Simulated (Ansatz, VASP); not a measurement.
**Sb in VASP and in Ansatz**

INCAR

```
SYSTEM = Sb
PREC = Accurate ; ENCUT = 520
EDIFF = 1E-6 ; ISMEAR = -1
SIGMA = 0.1 ; LREAL = .FALSE.
LASPH = .TRUE. ; NELM = 60
ALGO = Normal ; ISIF = 2
LWAVE = .FALSE. ; LCHARG = .TRUE.
GGA = PS ; LELF = .TRUE.
LVHAR = .TRUE. ; NBANDS = 8
```

File KPOINTS:

```
regular mesh
0
G
  13 13 13
  0 0 0
```

File POSCAR:

```
Sb
1.0
   -1.7879631918      1.7879631918      1.7879631918
    1.7879631918     -1.7879631918      1.7879631918
    1.7879631918      1.7879631918     -1.7879631918
Sb
1
Direct
    0.0000000000      0.0000000000      0.0000000000
```

Input for Ansatz:

```yaml
crystal:
  lattice:
    - [-1.7879631918, 1.7879631918, 1.7879631918]
    - [1.7879631918, -1.7879631918, 1.7879631918]
    - [1.7879631918, 1.7879631918, -1.7879631918]
  atoms:
    - { symbol: Sb, position: [0.0, 0.0, 0.0] }
hamiltonian:
  xc: pbesol
  pseudopotentials:
    kind: paw
    azcp:
      Sb: "pseudopotentials/Sb.paw.azcp"
basis:
  ecutwfc: 420
  fft_grid_basis: typed
kpoints:
  mp_grid: { grid: [13, 13, 13], shift: [0, 0, 0] }
magnetization:
  spin_polarized: false
scf:
  occupations: { method: fermi_dirac, width: 0.1 }
  lower_state_search: "off"
output:
  stress: true
```

Alike in both runs: task single point; functional PBEsol; k mesh 13 × 13 × 13; occupations fermi-dirac, width 0.1 eV; no spin polarisation.

|  | VASP | Ansatz |
| --- | --- | --- |
| version | VASP 6.6.1 | Ansatz 0.2.0 |
| potentials or method | VASP PAW PBE potentials, release 64 (Sb), cutoff 520 eV | plane waves (420 eV) with PAW, scalar-relativistic |
| valence electrons in the cell | 5 | 15 |

|  | VASP | Ansatz | Ansatz less VASP |
| --- | --- | --- | --- |
| pressure (GPa) | 11.4 | 11.2 | -0.16 |

VASP's potentials were made for PBE, not for PBEsol, and Ansatz warns of the same on its side. VASP's potentials hold 5 valence electrons a cell and Ansatz's 15, so a difference there can come from the potentials and not from the codes.

Neither program's run includes spin-orbit coupling.
